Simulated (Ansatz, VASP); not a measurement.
**One calculation of MgO, two programs**

INCAR

```
SYSTEM = MgO
ALGO = Normal
DIPOL = 0.5 0.5 0.500
EDIFF = 1E-6
ENCUT = 520
GGA = PE
IDIPOL = 3
ISIF = 2
ISMEAR = -1
LASPH = .TRUE.
LCHARG = .TRUE.
LDIPOL = .TRUE.
LELF = .TRUE.
LREAL = .FALSE.
LVACPOTAV = .TRUE.
LVHAR = .TRUE.
LWAVE = .FALSE.
NBANDS = 36
NELM = 80
PREC = Accurate
SIGMA = 0.3
```

Contents of KPOINTS:

```
k-points
0
G
  9 9 1
  0 0 0
```

Contents of POSCAR:

```
MgO
1.0
    3.0079232189      0.0000000000      0.0000000000
    0.0000000000      3.0079232189      0.0000000000
    0.0000000000      0.0000000000     25.6346145270
Mg O
6 6
Direct
    0.5000000000      0.5000000000      0.2925731531
    0.0000000000      0.0000000000      0.3755438918
    0.5000000000      0.5000000000      0.4585146306
    0.0000000000      0.0000000000      0.5414853694
    0.5000000000      0.5000000000      0.6244561082
    0.0000000000      0.0000000000      0.7074268469
    0.0000000000      0.0000000000      0.2925731531
    0.5000000000      0.5000000000      0.3755438918
    0.0000000000      0.0000000000      0.4585146306
    0.5000000000      0.5000000000      0.5414853694
    0.0000000000      0.0000000000      0.6244561082
    0.5000000000      0.5000000000      0.7074268469
```

Input for Ansatz:

```yaml
crystal:
  lattice:
    - [3.0079232189, 0.0, 0.0]
    - [0.0, 3.0079232189, 0.0]
    - [0.0, 0.0, 25.634614527]
  atoms:
    - { symbol: Mg, position: [0.5, 0.5, 0.2925731531] }
    - { symbol: O, position: [0.0, 0.0, 0.2925731531] }
    - { symbol: Mg, position: [0.0, 0.0, 0.3755438918] }
    - { symbol: O, position: [0.5, 0.5, 0.3755438918] }
    - { symbol: Mg, position: [0.5, 0.5, 0.4585146306] }
    - { symbol: O, position: [0.0, 0.0, 0.4585146306] }
    - { symbol: Mg, position: [0.0, 0.0, 0.5414853694] }
    - { symbol: O, position: [0.5, 0.5, 0.5414853694] }
    - { symbol: Mg, position: [0.5, 0.5, 0.6244561082] }
    - { symbol: O, position: [0.0, 0.0, 0.6244561082] }
    - { symbol: Mg, position: [0.0, 0.0, 0.7074268469] }
    - { symbol: O, position: [0.5, 0.5, 0.7074268469] }
basis:
  ecutwfc: 420
kpoints:
  mp_grid: { grid: [9, 9, 1] }
hamiltonian:
  xc: pbe
scf:
  occupations: { method: fermi_dirac, width: 0.3 }
output:
  forces: true
  stress: true
  eigenvalues: true
efield:
  axis: 3
  dipole_correction: true
  ramp_width: 0.04
```

Alike in both runs: task single point; functional PBE; k mesh 9 × 9 × 1; occupations fermi-dirac, width 0.3 eV; no spin polarisation.

|  | VASP | Ansatz |
| --- | --- | --- |
| version | VASP 6.6.1 | Ansatz 0.2.0 |
| potentials or method | VASP PAW PBE potentials, release 64 (Mg, O), cutoff 520 eV | scalar-relativistic, plane waves, PAW |
| valence electrons in the cell | 48 | 96 |

|  | VASP | Ansatz | Ansatz less VASP |
| --- | --- | --- | --- |
| gap on the k mesh at the Fermi level (eV) | 3.28 | 3.31 | +0.024 |
| least direct gap on the mesh (eV) | 3.28 | 3.31 | +0.024 |
| rms of the force components (eV/Å) | 0.149 | 0.143 | -0.0068 |

VASP's potentials hold 48 valence electrons a cell and Ansatz's 96, so a difference there can come from the potentials and not from the codes.
